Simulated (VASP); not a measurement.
Crystal: Mg3Te2.

```
Mg Te
1.0
     5.65491    0.00000    0.00000
    -2.82746    4.89730    0.00000
     0.00000    0.00000    6.49528
Mg Te
3 2
Direct
  0.50000 0.00000 0.50000
  0.00000 0.50000 0.50000
  0.50000 0.50000 0.50000
  0.00000 0.00000 0.24645
  0.00000 0.00000 0.75355
```

The cell was built from a structure type or drawn by symmetry, and may not be a known phase.

| Property | Result |
| --- | --- |
| Program | VASP 6.6.1 |
| Task | relaxation of cell and atoms |
| Functional | PBE |
| Potentials or basis | VASP PAW PBE potentials, release 64 (Mg, Te) |
| Cutoff | 600 eV |
| k mesh | 6 × 6 × 4 |
| Occupations | gaussian, width 0.1 eV |
| Spin | no spin polarisation |

At the start: pressure 0.1 GPa; volume 35.98 Å³/atom.

Task: How do energy, volume and symmetry change on relaxing?

Result: Over 5 steps the energy falls by 26.5 meV/atom and the volume is 35.88 Å³/atom (-0.3 %); space group P6/mmm (No. 191, to 0.1 Å) before and after.

Step by step:
| step | energy change (eV) | largest force (eV/Å) | pressure (GPa) | volume (Å³) |
| --- | --- | --- | --- | --- |
| 1 | 0.0000 | 0.1070 | 0.12 | 179.88 |
| 2 | -0.1193 | 0.0737 | -0.16 | 180.44 |
| 3 | -0.1317 | 0.0404 | -0.19 | 180.58 |
| 4 | -0.1318 | 0.0376 | -0.19 | 180.59 |
| 5 | -0.1326 | 0.0086 | 0.00 | 179.40 |

Final structure:
```
Mg Te
1.0
     5.78642    0.00000    0.00000
    -2.89321    5.01119    0.00000
     0.00000    0.00000    6.18703
Mg Te
3 2
Cartesian
  2.8932 0.0000 3.0935
  -1.4466 2.5056 3.0935
  1.4466 2.5056 3.0935
  -2.8932 5.0112 1.5339
  0.0000 0.0000 4.6532
```
